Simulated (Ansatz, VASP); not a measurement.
BN in VASP and in Ansatz

```
B N
1.0
     0.00000    1.80750    1.78943
     1.80750    0.00000    1.78943
     1.80750    1.80750    0.00000
B N
1 1
Direct
  0.00000 0.00000 0.00000
  0.75000 0.75000 0.75000
```

Change from the starting cell: zz strain of -1 %.

Alike in both runs: task single point; functional PBEsol; k mesh 13 × 13 × 13; occupations fermi-dirac, width 0.03 eV; no spin polarisation.

|  | VASP | Ansatz |
| --- | --- | --- |
| version | VASP 6.6.1 | Ansatz 0.2.0 |
| potentials or method | VASP PAW PBE potentials, release 64 (B, N), cutoff 520 eV | all-electron LAPW, scalar-relativistic |

```tsv
	VASP	Ansatz	Ansatz less VASP
gap on the k mesh at the Fermi level (eV)	4.18	4.19	+0.009
pressure (GPa)	1.5	0.9	-0.61
traceless stress, the component that is largest in VASP (GPa)	4.04	4.05	+0.008
```

VASP's potentials were made for PBE, not for PBEsol. Ansatz ran all-electron here, and VASP with PAW potentials.
